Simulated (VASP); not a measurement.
Runs of VASP 6.6.1 on Au. The structure is that of space group P6_3/mmc (No. 194), or close to it. The cells are those of the table. 

```csv
task,potentials or basis,cell,cutoff (eV),second run,gap on the mesh (eV),pressure (GPa)
single point,"VASP PAW PBE potentials, release 64 (Au)","a = 2.402, b = 2.402, c = 3.961 Å, angles 90.0, 90.0, 120.0°, 2 atoms",520,-,none,(a)
single point,"VASP PAW PBE potentials, release 64 (Au)","a = 2.912, b = 2.912, c = 4.902 Å, angles 90.0, 90.0, 120.0°, 2 atoms",520,-,none,-0.3
single point,"VASP PAW PBE potentials, release 64 (Au)","a = 2.662, b = 2.662, c = 4.400 Å, angles 90.0, 90.0, 120.0°, 2 atoms",520,-,none,(b)
single point,"VASP PAW PBE potentials, release 64 (Au)","a = 2.539, b = 2.539, c = 4.189 Å, angles 90.0, 90.0, 120.0°, 2 atoms",520,-,none,203.5
relaxation of shape and atoms at fixed volume,"VASP PAW PBE potentials, release 64 (Au)","relaxed from a = 2.386, b = 2.386, c = 4.016 Å, angles 90.0, 90.0, 120.0°, 2 atoms",600,-,none,444.0
single point,"VASP PAW PBE potentials, release 64 (Au)","a = 2.867, b = 2.867, c = 4.803 Å, angles 90.0, 90.0, 120.0°, 2 atoms",520,-,none,8.0
single point,"VASP PAW PBE potentials, release 64 (Au_sv_GW)","a = 2.402, b = 2.402, c = 3.961 Å, angles 90.0, 90.0, 120.0°, 2 atoms",500,valence_matched,none,439.4
```

Alike in all rows: level PBE; no spin polarisation; k mesh 15 × 15 × 8; smearing fermi-dirac 0.08 eV.

Task: Estimate the missing entries.

Result: (a) 443.8; (b) 90.9.

Caveats: spin-orbit coupling is left out, which moves the levels of the heavy elements.

A k mesh can miss the band edges, and the runs leave out spin-orbit coupling on Au.

A gap of «none» marks levels without a gap at the run's occupations.

The runs don't all hold the same shells in valence.
